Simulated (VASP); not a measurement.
Set up this calculation in VASP 6.6.1, as the native input.

| Quantity | Value |
| --- | --- |
| Task | relaxation of cell and atoms |
| Functional | PBE |
| Potentials or basis | VASP PAW PBE potentials, release 64 (B) |
| Cutoff | 600 eV |
| k mesh | 24 × 24 × 28 |
| Occupations | gaussian, width 0.1 eV |
| Spin | no spin polarisation |
| Dipole correction | no |
| Further INCAR settings | ALGO = Normal; EDIFF = 1e-06; IBRION = 2; EDIFFG = -0.01; NSW = 100; ISIF = 3 |

The structure of B lies in POSCAR:

```
B
1.0
    3.0105512922      0.0000000000      0.0000000000
   -1.5052756461      2.6072138984      0.0000000000
    0.0000000000      0.0000000000      1.9335788252
B
2
Direct
    0.6666666667      0.3333333333      0.0000000000
    0.3333333333      0.6666666667      0.0000000000
```

The cell was built from a structure type or drawn by symmetry, and may not be a known phase.

One way to write it, as run:

INCAR

```
SYSTEM = B
ALGO = Normal ; EDIFF = 1E-6
EDIFFG = -0.01 ; ENCUT = 600
GGA = PE ; IBRION = 2
ISIF = 3 ; ISMEAR = 0
LASPH = .True. ; LCHARG = .False.
LREAL = .False. ; LWAVE = .False.
NELM = 60 ; NSW = 100
PREC = Accurate ; SIGMA = 0.1
```

KPOINTS

```
k-points
0
Gamma
  24 24 28
  0 0 0
```

Potentials or basis: VASP PAW PBE potentials, release 64 (B).

Command:

```console
$ cat potpaw_PBE.64/B/POTCAR > POTCAR
$ mpirun -np 1 vasp_std > vasp.out
```

Results of the run:

```json
{"Relaxed volume": "7.60 Å³/atom", "Relaxed cell": "a = 3.012 Å, b = 3.012 Å, c = 1.935 Å, α = 90.00°, β = 90.00°, γ = 120.00°", "Space group after relaxing (to 0.1 Å)": "P6/mmm (No. 191)", "Energy gained by relaxing": "0.0 meV/atom", "Ionic steps": "2", "Pressure after relaxing": "-0.1 GPa", "Band gap on the k mesh": "zero (bands 3 and 4 overlap by 5.04 eV)"}
```

It took 100 s on 1 thread of AMD EPYC 7R13, on a shared host, peak memory 0.18 GiB.
